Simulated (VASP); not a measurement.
# CdI2 (P-3m1) in VASP: further runs, part 2 of 2

VASP 6.6.1. The steps go on from the part before.

## Step 3: Relaxation of cell and atoms, r2SCAN

This run uses another cell than the first one, of 35.66 Å³/atom.

POSCAR reads:

```
CdI2
1.0
    4.2440000000      0.0000000000      0.0000000000
   -2.1220000000      3.6754118137      0.0000000000
    0.0000000000      0.0000000000      6.8590000000
Cd I
1 2
Direct
    0.0000000000      0.0000000000      0.0000000000
    0.3333333333      0.6666666667      0.2492000000
    0.6666666667      0.3333333333      0.7508000000
```

INCAR.step1 reads:

```
SYSTEM = CdI2
ALGO = Normal
EDIFF = 1E-5
EDIFFG = -0.005
ENCUT = 550
GGA = PE
GGA_COMPAT = .FALSE.
IBRION = 2
ISIF = 3
ISMEAR = 0
LASPH = .TRUE.
LCHARG = .FALSE.
LREAL = .FALSE.
LWAVE = .TRUE.
NELM = 120
NELMIN = 4
NSW = 100
PREC = Accurate
SIGMA = 0.02
```

INCAR.step2 reads:

```
SYSTEM = CdI2
ALGO = Normal
EDIFF = 1E-7
EDIFFG = -0.005
ENCUT = 550
GGA_COMPAT = .FALSE.
IBRION = 2
ISIF = 3
ISMEAR = 0
ISTART = 1
LASPH = .TRUE.
LCHARG = .FALSE.
LMIXTAU = .TRUE.
LREAL = .FALSE.
LWAVE = .FALSE.
METAGGA = R2SCAN
NELM = 120
NELMIN = 4
NSW = 100
PREC = Accurate
SIGMA = 0.02
```

KPOINTS reads:

```
k-points
0
G
  6 6 4
  0 0 0
```

Potentials or basis: VASP PAW PBE potentials, release 64 (Cd, I).

On the command line:

```sh
> cat potpaw_PBE.64/Cd/POTCAR potpaw_PBE.64/I/POTCAR > POTCAR
> cp INCAR.step1 INCAR
> mpirun -np 1 vasp_std > vasp.out
> cp INCAR.step2 INCAR
> mpirun -np 1 vasp_std > vasp.out
```

OUTCAR:

```text
SYSTEM = CdI2
   EDIFF = 1E-7
   EDIFFG = -0.005
   ENCUT = 550
   IBRION = 2
   ISIF = 3
   ISMEAR = 0
   ISTART = 1
   LASPH = .TRUE.
   LREAL = .FALSE.
   METAGGA = R2SCAN
   NELM = 120
   NELMIN = 4
   NSW = 100
   PREC = Accurate

 ion  position               nearest neighbor table
   1  0.000  0.000  0.000-   2 2.99   3 2.99   3 2.99   2 2.99   3 2.99   2 2.99
   2  0.333  0.667  0.249-   1 2.99   1 2.99   1 2.99
   3  0.667  0.333  0.751-   1 2.99   1 2.99   1 2.99

  LATTYP: Found a hexagonal cell.
 ALAT       =     4.2440000000
 C/A-ratio  =     1.6161639962

  Lattice vectors:

 A1 = (   4.2440000000,   0.0000000000,   0.0000000000)
 A2 = (  -2.1220000000,   3.6754118137,   0.0000000000)
 A3 = (   0.0000000000,   0.0000000000,   6.8590000000)

Analysis of symmetry for initial positions (statically):
=====================================================================
 Subroutine PRICEL returns:
 Original cell was already a primitive cell.

 Routine SETGRP: Setting up the symmetry group for a
 hexagonal supercell.

 Subroutine GETGRP returns: Found 12 space group operations
 (whereof 12 operations were pure point group operations)
 out of a pool of 24 trial point group operations.

The static configuration has the point symmetry D_3d.

Analysis of symmetry for dynamics (positions and initial velocities):
=====================================================================
 Subroutine PRICEL returns:
 Original cell was already a primitive cell.

 Routine SETGRP: Setting up the symmetry group for a
 hexagonal supercell.

 Subroutine GETGRP returns: Found 12 space group operations
 (whereof 12 operations were pure point group operations)
 out of a pool of 24 trial point group operations.

The dynamic configuration has the point symmetry D_3d.

 Subroutine INISYM returns: Found 12 space group operations
 (whereof 12 operations are pure point group operations),
 and found     1 'primitive' translations

----------------------------------------------------------------------------------------

                                     Primitive cell

  volume of cell :     106.9898

  direct lattice vectors                    reciprocal lattice vectors
     4.244000000  0.000000000  0.000000000     0.235626767  0.136039177  0.000000000
    -2.122000000  3.675411814  0.000000000     0.000000000  0.272078355  0.000000000
     0.000000000  0.000000000  6.859000000     0.000000000  0.000000000  0.145793847

  length of vectors
     4.244000000  4.244000000  6.859000000     0.272078355  0.272078355  0.145793847

  position of ions in fractional coordinates (direct lattice)
     0.000000000  0.000000000  0.000000000
     0.333333333  0.666666667  0.249200000
     0.666666667  0.333333333  0.750800000

  ion indices of the primitive-cell ions
   primitive index   ion index
                 1           1
                 2           2
                 3           3

----------------------------------------------------------------------------------------

 KPOINTS: k-points

Automatic generation of k-mesh.
 Grid dimensions read from file:
 generate k-points for:    6    6    4

 Generating k-lattice:

  Cartesian coordinates                     Fractional coordinates (reciprocal lattice)
     0.039271128  0.022673196  0.000000000     0.166666667  0.000000000  0.000000000
     0.000000000  0.045346392  0.000000000     0.000000000  0.166666667  0.000000000
     0.000000000  0.000000000  0.036448462     0.000000000  0.000000000  0.250000000

  Length of vectors
     0.045346392  0.045346392  0.036448462

  Shift w.r.t. Gamma in fractional coordinates (k-lattice)
     0.000000000  0.000000000  0.000000000

 Subroutine IBZKPT returns following result:
 ===========================================

 Found     24 irreducible k-points:

 Following reciprocal coordinates:
            Coordinates               Weight
  0.000000  0.000000  0.000000      1.000000
  0.166667  0.000000  0.000000      6.000000
  0.333333  0.000000  0.000000      6.000000
  0.500000 -0.000000  0.000000      3.000000
  0.166667  0.166667  0.000000      6.000000
  0.333333  0.166667  0.000000     12.000000
[... 16 lines left out ...]
  0.333333  0.166667  0.500000     12.000000
  0.333333  0.333333  0.500000      2.000000
   k-points           NKPTS =     24   k-points in BZ     NKDIM =     24   number of bands    NBANDS=     17
   number of dos      NEDOS =    301   number of ions     NIONS =      3
   total plane-waves  NPLWV =  55296
   dimension x,y,z NGX =    32 NGY =   32 NGZ =   54
   dimension x,y,z NGXF=    64 NGYF=   64 NGZF=  108
   ions per type =               1   2
   NGX,Y,Z   is equivalent  to a cutoff of  12.54, 12.54, 13.09 a.u.
   NGXF,Y,Z  is equivalent  to a cutoff of  25.07, 25.07, 26.18 a.u.
 SYSTEM =  CdI2
   PREC   = accura    normal or accurate (medium, high low for compatibility)
   ISTART =      1    job   : 0-new  1-cont  2-samecut
   ICHARG =      0    charge: 1-file 2-atom 10-const
   ISPIN  =      1    spin polarized calculation?
   LNONCOLLINEAR =      F non collinear calculations
   LSORBIT =      F    spin-orbit coupling
   LASPH  =      T    aspherical Exc in radial PAW
   ENCUT  =  550.0 eV  40.42 Ry    6.36 a.u.   8.12  8.12 13.12*2*pi/ulx,y,z
   NELM   =    120;   NELMIN=  4; NELMDL=  0     # of ELM steps
   EDIFF  = 0.1E-06   stopping-criterion for ELM
   LREAL  =      F    real-space projection
   EDIFFG = -.5E-02   stopping-criterion for IOM
   NSW    =    100    number of steps for IOM
   IBRION =      2    ionic relax: 0-MD 1-quasi-New 2-CG
   NFREE  =      1    steps in history (QN), initial steepest desc. (CG)
   ISIF   =      3    stress and relaxation
   ISYM   =      2    0-nonsym 1-usesym 2-fastsym
   POTIM  = 0.5000    time-step for ionic-motion
   TEBEG  =    0.0;   TEEND  =   0.0 temperature during run
   PSTRESS=    0.0 pullay stress
   NELECT =      26.0000    total number of electrons
   NUPDOWN=      -1.0000    fix difference up-down
   EMIN   =  10.00;   EMAX   =-10.00  energy-range for DOS
   EFERMI =   0.00;   METHOD = LEGACY
   ISMEAR =     0;   SIGMA  =   0.02  broadening in eV -4-tet -1-fermi 0-gaus
   EFERMI_NEDOS =   21; number of points for ismear=-14 and -15
   IALGO  =     38    algorithm
   IMIX   =      4    mixing-type and parameters
     AMIX     =   0.40;   BMIX     =  1.00
     AMIX_MAG =   1.60;   BMIX_MAG =  1.00
  volume/ion in A,a.u.               =      35.66       240.67
  Fermi-wavevector in a.u.,A,eV,Ry     =   1.021610  1.930563 14.200229  1.043687
  Thomas-Fermi vector in A             =   2.155244
   LORBIT       =      0    0 simple, 1 ext, 2 COOP (PROOUT), +10 PAW based schemes
   METAGGA = R2SCAN    functional components
   LHFCALC =     F    Hartree Fock is set to
   AEXX    =    0.0000 exact exchange contribution
   IVDW    =     0    specifies the selected vdW correction
   LEPSILON=     F    determine dielectric tensor
   LRPA    =     F    only Hartree local field effects (RPA)
 conjugate gradient relaxation of ions
 non-spin polarized calculation
 Gauss-broadening in eV      SIGMA  =   0.02
  energy-cutoff  :      550.00
  volume of cell :      106.99
 maximum number of plane-waves:      3146
   NGX = 17   NGY = 17   NGZ = 27

--------------------------------------- Ionic step        1  -------------------------------------------

 number of electron      25.9999995 magnetization

 Free energy of the ion-electron system (eV)
  ---------------------------------------------------
  ext. energy  EPLUGINS =         0.00000000
  ---------------------------------------------------
  free energy    TOTEN  =       -71.34962924 eV

  energy without entropy =      -71.34962924  energy(sigma->0) =      -71.34962924

------------------------ aborting loop because EDIFF is reached ----------------------------------------

  FORCE on cell =-STRESS in cart. coord.  units (eV):
  Direction    XX          YY          ZZ          XY          YZ          ZX
  --------------------------------------------------------------------------------------
  -------------------------------------------------------------------------------------
  Total        0.8043334      0.8043334      0.8572238      0.0000000      0.0000000      0.0000000
  in kB       12.0449367     12.0449367     12.8369728      0.0000000      0.0000000      0.0000000
  external PRESSURE =      12.3089487 kB  Pullay stress =       0.0000000 kB
[... 92 lines left out ...]
  FREE ENERGIE OF THE ION-ELECTRON SYSTEM (eV)
  ---------------------------------------------------
  free  energy   TOTEN  =       -71.3625535594 eV

  energy  without entropy=      -71.3625535594  energy(sigma->0) =      -71.36255356

[... ionic steps 4 to 9 ...]

--------------------------------------- Ionic step       10  -------------------------------------------

 number of electron      26.0000007 magnetization

------------------------ aborting loop because EDIFF is reached ----------------------------------------
[... 69 lines left out ...]
--------------------------------------- Ionic step       12  -------------------------------------------

 number of electron      26.0000008 magnetization

 Free energy of the ion-electron system (eV)
  ---------------------------------------------------
  ext. energy  EPLUGINS =         0.00000000
  ---------------------------------------------------
  free energy    TOTEN  =       -71.37171059 eV

  energy without entropy =      -71.37171059  energy(sigma->0) =      -71.37171059

 E-fermi :   1.2048     XC(G=0):  -8.6383

 val. band max:        1.0785376445   @ k =   0.1667   0.0000   0.2500
 cond. band min:       3.9098719697   @ k =   0.5000  -0.0000   0.5000
 fundamental gap:      2.8313343251
 Fermi energy:         1.2047761043

 k-point     1 :       0.0000    0.0000    0.0000
  band No.  band energies     occupation
      1     -11.1808      2.00000
      2     -10.5540      2.00000
      3      -6.6902      2.00000
      4      -6.6902      2.00000
      5      -6.5652      2.00000
      6      -6.4974      2.00000
[... 499 lines left out ...]
  FREE ENERGIE OF THE ION-ELECTRON SYSTEM (eV)
  ---------------------------------------------------
  free  energy   TOTEN  =       -71.3717105893 eV

  energy  without entropy=      -71.3717105893  energy(sigma->0) =      -71.37171059

 reached required accuracy - stopping structural energy minimisation
```

Wall time 18 min (1 thread of Intel Xeon 6975P-C (Granite Rapids), shared host); peak memory 0.29 GiB.

What came out:

```yaml
Free_energy: -71.3717 eV
Relaxed_volume: 38.17 Å³/atom
Relaxed_cell: a = 4.292 Å, b = 4.292 Å, c = 7.177 Å, α = 90.00°, β = 90.00°, γ = 120.00°
Space_group_after_relaxing_to_0.1_Å: P-3m1 (No. 164)
Energy_gained_by_relaxing: 7.4 meV/atom
Ionic_steps: 12
Pressure_after_relaxing: 0.0 GPa
Largest_force_after_relaxing: 0.004 eV/Å
Band_gap_on_the_k_mesh: 2.83 eV (least direct gap 3.11 eV)
```

Forces in eV/Å, atoms in the order of the input:
```
Cd   0.000  0.000  0.000
I    0.000  0.000 -0.004
I    0.000  0.000  0.004
```

The path:
```tsv
step	energy change (eV)	largest force (eV/Å)	pressure (GPa)	volume (Å³)
1	0.0000	0.0758	1.23	106.99
2	-0.0121	0.1640	-0.24	111.29
3	-0.0129	0.1181	0.03	110.40
4	-0.0142	0.1042	0.03	110.69
5	-0.0172	0.0633	0.02	111.54
6	-0.0197	0.0152	0.03	113.27
7	-0.0213	0.0097	-0.05	113.99
8	-0.0218	0.0353	-0.12	114.70
9	-0.0212	0.0318	0.26	114.00
10	-0.0220	0.0127	0.01	114.47
11	-0.0220	0.0132	0.01	114.47
12	-0.0221	0.0039	0.01	114.52
```

Final structure:
```
Cd I
1.0
     4.29235    0.00000    0.00000
    -2.14618    3.71729    0.00000
     0.00000    0.00000    7.17729
Cd I
1 2
Direct
  0.00000 0.00000 0.00000
  0.33333 0.66667 0.23932
  0.66667 0.33333 0.76068
```

Caveat: the PAW data sets were made with another functional, which shifts forces and pressure a little; spin-orbit coupling is left out, which moves the levels of the heavy elements.
